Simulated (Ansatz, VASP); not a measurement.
# Two plane-wave programs on SnO2

INCAR

```
SYSTEM = SnO2
PREC = Accurate
ENCUT = 520
EDIFF = 1E-6
ISMEAR = 0
SIGMA = 0.02
LREAL = .False.
LASPH = .True.
NELM = 60
ALGO = Normal
ISIF = 2
LWAVE = .False.
LCHARG = .True.
GGA = PE
LELF = .True.
LVHAR = .True.
NBANDS = 20
```

Contents of KPOINTS:

```
Automatic mesh
0
Gamma
  12 12 12
  0 0 0
```

File POSCAR:

```
SnO2
1.0
    1.6350104665      0.9439737330      4.7097653723
   -1.6350104665      0.9439737330      4.7097653723
    0.0000000000     -1.8879474660      4.7097653723
Sn O
1 2
Direct
    0.5000000000      0.5000000000      0.5000000000
    0.2286658772      0.2286658772      0.2286658772
    0.7713341228      0.7713341228      0.7713341228
```

Input for Ansatz:

```yaml
crystal:
  lattice:
    - [1.6350104665, 0.943973733, 4.7097653723]
    - [-1.6350104665, 0.943973733, 4.7097653723]
    - [0.0, -1.887947466, 4.7097653723]
  atoms:
    - { symbol: Sn, position: [0.5, 0.5, 0.5] }
    - { symbol: O, position: [0.2286658772, 0.2286658772, 0.2286658772] }
    - { symbol: O, position: [0.7713341228, 0.7713341228, 0.7713341228] }
basis:
  ecutwfc: 420
kpoints:
  mp_grid: { grid: [12, 12, 12] }
hamiltonian:
  xc: pbe
scf:
  occupations: { method: gaussian, width: 0.02 }
output:
  forces: true
  stress: true
  eigenvalues: true
  write_density: true
  write_potential: true
  elf: true
  volumetric_format: npy
```

Alike in both runs: task single point; functional PBE; k mesh 12 × 12 × 12; occupations gaussian, width 0.02 eV; no spin polarisation.

|  | VASP | Ansatz |
| --- | --- | --- |
| version | VASP 6.6.1 | Ansatz 0.2.0 |
| potentials or method | VASP PAW PBE potentials, release 64 (Sn_d, O), cutoff 520 eV | scalar-relativistic, plane waves, PAW |
| valence electrons in the cell | 26 | 26 |

VASP gave:

- gap on the k mesh at the Fermi level (eV): 1.90
- least direct gap on the mesh (eV): 2.36
- pressure (GPa): 7.8
- traceless stress, the component that is largest in VASP (GPa): 1.85
- rms of the force components (eV/Å): 0.751

**Question.** Estimate Ansatz's values.

**Answer.** gap on the k mesh at the Fermi level (eV): 1.92; least direct gap on the mesh (eV): 2.37; pressure (GPa): 7.2; traceless stress, the component that is largest in VASP (GPa): 2.32; rms of the force components (eV/Å): 0.728.

Atom by atom the forces differ by 0.023 eV/Å (rms over components).
